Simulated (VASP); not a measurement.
Al3Au: single point with PBE

The system is Al3Au.

```xyz
4
Lattice="-2.0456 2.0456 4.0566 2.0456 -2.0456 4.0566 2.0456 2.0456 -4.0566" Properties=species:S:1:pos:R:3 pbc="T T T"
Au    0.0000    0.0000    0.0000
Al    0.0000    0.0000    4.0566
Al    2.0456    0.0000    2.0283
Al    0.0000    2.0456    2.0283
```

```json
{"Program": "VASP 6.6.1", "Task": "single point", "Functional": "PBE", "Potentials or basis": "VASP PAW PBE potentials, release 64 (Au, Al)", "Cutoff": "520 eV", "k mesh": "8 × 8 × 8", "Occupations": "fermi-dirac, width 0.05 eV", "Spin": "no spin polarisation"}
```

| Item | Value |
| --- | --- |
| Pressure | -1.6 GPa |
| Band gap on the k mesh | zero (band 10 reaches 10.25 eV, above the bottom of band 11 at 6.96 eV) |

Stress tensor (GPa, compression positive):
```
-2.31  0.00  0.00
 0.00 -2.31  0.00
 0.00  0.00 -0.09
```

Levels at points of the mesh, in eV from the Fermi level:
```csv
k point,band 8,band 9,band 10,band 11,band 12,band 13
"(0.00, 0.00, 0.00)",0.04,0.04,0.45,0.57,0.79,0.79
"(0.50, 0.00, 0.00)",-3.42,-1.75,0.37,1.18,1.45,2.75
"(0.50, 0.50, 0.00)",-4.35,-3.90,-2.18,-1.60,2.19,3.01
"(0.50, 0.50, 0.50)",-2.52,-2.52,-0.45,0.82,5.08,5.64
```

Wall time 2.9 min on 1 thread of AMD EPYC 7R43 64-Core Processor (Zen 3), with other jobs on the host, peak memory 0.23 GiB.

Caveat: spin-orbit coupling is left out, which moves the levels of the heavy elements.
